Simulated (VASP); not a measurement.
# TiAl4Ni3 (P4/mmm) in VASP: further runs, part 2 of 2

VASP 6.6.1.

### 3 Single point, PBE

File INCAR:

```
SYSTEM = TiAl4Ni3
PREC = Accurate
ENCUT = 520
EDIFF = 1E-6
ISMEAR = 0
SIGMA = 0.1
LREAL = .False.
LASPH = .True.
NELM = 60
ALGO = Fast
ISIF = 2
LWAVE = .False.
LCHARG = .False.
GGA = PE
NBANDS = 37
```

File KPOINTS:

```
regular mesh
0
Gamma
  10 10 6
  0 0 0
```

File POSCAR:

```
TiAl4Ni3
1.0
    4.0288257000      0.0000000000      0.0000000000
    0.0000000000      4.0288257000      0.0000000000
    0.0000000000      0.0000000000      6.5051085000
Ti Al Ni
1 4 3
Direct
    0.5000000000      0.5000000000      0.5000000000
    0.5000000000      0.0000000000      0.7716490000
    0.0000000000      0.5000000000      0.7716490000
    0.5000000000      0.0000000000      0.2283510000
    0.0000000000      0.5000000000      0.2283510000
    0.0000000000      0.0000000000      0.0000000000
    0.5000000000      0.5000000000      0.0000000000
    0.0000000000      0.0000000000      0.5000000000
```

Potentials or basis: VASP PAW PBE potentials, release 64 (Ti_sv, Al, Ni).

Run with:

```
$ cat potpaw_PBE.64/Ti_sv/POTCAR potpaw_PBE.64/Al/POTCAR potpaw_PBE.64/Ni/POTCAR > POTCAR
$ mpirun -np 1 vasp_std > vasp.out
```

OUTCAR:

```text
SYSTEM = TiAl4Ni3
   PREC = Accurate
   ENCUT = 520
   EDIFF = 1E-6
   ISMEAR = 0
   LREAL = .False.
   LASPH = .True.
   NELM = 60
   ISIF = 2
   GGA = PE

 ion  position               nearest neighbor table
   1  0.500  0.500  0.500-   2 2.68   3 2.68   4 2.68   5 2.68   2 2.68   4 2.68   3 2.68   5 2.68
                             8 2.85   8 2.85   8 2.85   8 2.85
   2  0.500  0.000  0.772-   6 2.50   7 2.50   7 2.50   6 2.50   1 2.68   1 2.68   8 2.68   8 2.68
                             3 2.85   3 2.85   3 2.85   3 2.85   4 2.97
   3  0.000  0.500  0.772-   6 2.50   7 2.50   6 2.50   7 2.50   1 2.68   8 2.68   1 2.68   8 2.68
                             2 2.85   2 2.85   2 2.85   2 2.85   5 2.97
[... 1185 lines left out ...]
  in kB       -0.6211516     -0.6211516     -1.1109565      0.0000000     -0.0000000      0.0000000
  external PRESSURE =      -0.7844199 kB  Pullay stress =       0.0000000 kB

 VOLUME and BASIS-vectors are now :
 -----------------------------------------------------------------------------
  energy-cutoff  :      520.00
  volume of cell :      105.59
      direct lattice vectors                 reciprocal lattice vectors
     4.028825700  0.000000000  0.000000000     0.248211284  0.000000000  0.000000000
     0.000000000  4.028825700  0.000000000     0.000000000  0.248211284  0.000000000
     0.000000000  0.000000000  6.505108500     0.000000000  0.000000000  0.153725338

 POSITION                                       TOTAL-FORCE (eV/Angst)
 -----------------------------------------------------------------------------------
      2.01441      2.01441      3.25255        -0.000000     -0.000000      0.000000
      2.01441      0.00000      5.01966        -0.000000     -0.000000      0.003709
      0.00000      2.01441      5.01966        -0.000000      0.000000      0.003709
      2.01441      0.00000      1.48545         0.000000     -0.000000     -0.003709
      0.00000      2.01441      1.48545        -0.000000      0.000000     -0.003709
      0.00000      0.00000      0.00000        -0.000000     -0.000000      0.000000
      2.01441      2.01441      0.00000        -0.000000     -0.000000      0.000000
      0.00000      0.00000      3.25255        -0.000000     -0.000000      0.000000
 -----------------------------------------------------------------------------------
    total drift:                                0.000000      0.000000      0.000000

  FREE ENERGIE OF THE ION-ELECTRON SYSTEM (eV)
  ---------------------------------------------------
  free  energy   TOTEN  =       -43.4824253319 eV

  energy  without entropy=      -43.4593367452  energy(sigma->0) =      -43.47088104
```

OSZICAR:

```text
N       E                     dE             d eps       ncg     rms          rms(c)
DAV:   1     0.414499676820E+03    0.41450E+03   -0.23457E+04  6216   0.164E+03
DAV:   2    -0.901728882691E+01   -0.42352E+03   -0.41003E+03  6221   0.398E+02
DAV:   3    -0.470728630298E+02   -0.38056E+02   -0.36586E+02  8428   0.127E+02
[... 15 lines left out ...]
RMM:  19    -0.434824176692E+02   -0.12043E-04   -0.12662E-04 10253   0.469E-02    0.475E-02
RMM:  20    -0.434824216880E+02   -0.40188E-05   -0.48506E-05  8842   0.245E-02    0.419E-02
RMM:  21    -0.434824239543E+02   -0.22662E-05   -0.22270E-05  7223   0.191E-02    0.322E-02
RMM:  22    -0.434824247423E+02   -0.78800E-06   -0.17013E-05  7052   0.186E-02    0.162E-02
RMM:  23    -0.434824253319E+02   -0.58959E-06   -0.73308E-06  5995   0.105E-02
   1 F= -.43482425E+02 E0= -.43470881E+02  d E =-.230886E-01
```

stdout:

```text
POSCAR found type information on POSCAR TiAlNi
 POSCAR found :  3 types and       8 ions
 scaLAPACK will be used
 LDA part: xc-table for (Slater+PW92), standard interpolation
 POSCAR, INCAR and KPOINTS ok, starting setup
 FFT: planning ... GRIDC
 FFT: planning ... GRID_SOFT
 FFT: planning ... GRID
 WAVECAR not read
 entering main loop
WARNING in EDDRMM: call to ZHEGV failed, returncode =   8  4      9
WARNING in EDDRMM: call to ZHEGV failed, returncode =   6  3     31
WARNING in EDDRMM: call to ZHEGV failed, returncode =   6  3      8
WARNING in EDDRMM: call to ZHEGV failed, returncode =   8  4     33
WARNING in EDDRMM: call to ZHEGV failed, returncode =   6  3     27
```

Wall time 4.5 min (1 thread of Intel Xeon 6975P-C (Granite Rapids), shared host); peak memory 0.4 GiB.

Results:

```
Free energy            : -43.4824 eV
Pressure               : -0.1 GPa
Largest force          : 0.004 eV/Å
Band gap on the k mesh : zero (bands 27 and 28 overlap by 0.95 eV)
```

Forces in eV/Å, atoms in the order of the input:
```
Ti   0.000  0.000  0.000
Al   0.000  0.000  0.004
Al   0.000  0.000  0.004
Al   0.000  0.000 -0.004
Al   0.000  0.000 -0.004
Ni   0.000  0.000  0.000
Ni   0.000  0.000  0.000
Ni   0.000  0.000  0.000
```

Spin polarisation is off, so any magnetic state and its effect on volume and gap are missing.

### 4 Single point, PBE, collinear spin, ferromagnetic start

File INCAR:

```
ALGO     = Normal         # electronic algorithm
EDIFF    = 1E-6           # SCF threshold, eV
ENCUT    = 520            # plane-wave cutoff, eV
GGA      = PE             # functional
ISIF     = 2              # what is computed and relaxed
ISMEAR   = 0              # smearing method
ISPIN    = 2              # spin polarisation
LASPH    = T              # aspherical terms in the spheres
LCHARG   = T              # write CHGCAR
LELF     = T              # ELF
LMAXMIX  = 4              # l up to which the mixer works
LORBIT   = 11             # projections on sites
LREAL    = F              # projectors in reciprocal space
LVHAR    = T            
LWAVE    = F              # write WAVECAR
MAGMOM   = 1 0 0 0 0 2 2 2 # initial moments
NBANDS   = 41             # bands
NELM     = 150            # most SCF steps
PREC     = Accurate       # precision mode
SIGMA    = 0.1            # smearing width, eV
```

File KPOINTS:

```
k-points
0
Gamma
  4 4 4
```

POSCAR is that of step 3.

Run with:

```
$ cat potpaw_PBE.64/Ti_sv/POTCAR potpaw_PBE.64/Al/POTCAR potpaw_PBE.64/Ni/POTCAR > POTCAR
$ mpirun -np 1 vasp_std > vasp.out
```

Run time: 2.6 min. Hardware: 1 thread of Intel Xeon 6975P-C (Granite Rapids), shared host; peak memory 0.31 GiB.

It converged, with:

```yaml
Free_energy: -43.4318 eV
Pressure: 0.0 GPa
Largest_force: 0.112 eV/Å
Band_gap_on_the_k_mesh: zero (filled and empty bands overlap)
Net_moment: 0.00 μB per cell
Valence_electrons_inside_the_program's_atomic_spheres: Ti 10.35; Al 0.81; Ni 9.46, 9.43, 9.25
```

Forces in eV/Å, atoms in the order of the input:
```
Ti   0.000  0.000  0.000
Al   0.000  0.000  0.112
Al   0.000  0.000  0.112
Al   0.000  0.000 -0.112
Al   0.000  0.000 -0.112
Ni   0.000  0.000  0.000
Ni   0.000  0.000  0.000
Ni   0.000  0.000  0.000
```

Stress tensor (GPa, compression positive):
```
 0.13  0.00  0.00
 0.00  0.13  0.00
 0.00  0.00 -0.20
```

Levels at points of the mesh, in eV from the Fermi level:
Spin up:
```
           k point  band 23  band 24  band 25  band 26  band 27  band 28  band 29  band 30  band 31  band 32
(0.00, 0.00, 0.00)    -1.09    -0.87     0.19     0.19     0.21     0.43     1.87     2.07     2.67     2.67
(0.50, 0.00, 0.00)    -1.62    -1.05    -0.97    -0.68    -0.09     0.63     0.84     1.36     1.53     2.43
(0.50, 0.50, 0.00)    -1.68    -1.68    -1.62    -1.05    -0.62    -0.23    -0.23     0.00     1.31     1.95
(0.00, 0.00, 0.50)    -1.01    -0.87    -0.40     0.16     0.64     0.64     1.09     1.09     1.15     1.86
(0.50, 0.00, 0.50)    -1.62    -1.27    -1.05    -0.44    -0.41     1.26     1.51     1.58     2.07     2.58
(0.50, 0.50, 0.50)    -1.67    -1.67    -1.63    -0.65    -0.52     0.00     0.00     1.31     1.43     2.29
```
Spin down:
```csv
k point,band 24,band 25,band 26,band 27,band 28,band 29,band 30,band 31
"(0.00, 0.00, 0.00)",-0.87,0.19,0.19,0.21,0.43,1.87,2.07,2.67
"(0.50, 0.00, 0.00)",-1.05,-0.97,-0.68,-0.09,0.63,0.84,1.36,1.53
"(0.50, 0.50, 0.00)",-1.68,-1.62,-1.05,-0.62,-0.23,-0.23,0.00,1.31
"(0.00, 0.00, 0.50)",-0.87,-0.40,0.16,0.64,0.64,1.08,1.08,1.15
"(0.50, 0.00, 0.50)",-1.27,-1.05,-0.44,-0.41,1.26,1.51,1.58,2.07
"(0.50, 0.50, 0.50)",-1.67,-1.63,-0.65,-0.52,0.00,0.00,1.31,1.43
```

Caveat: the k points lie up to 0.39 Å⁻¹ apart, too coarse for converged energies and pressures of a metal.
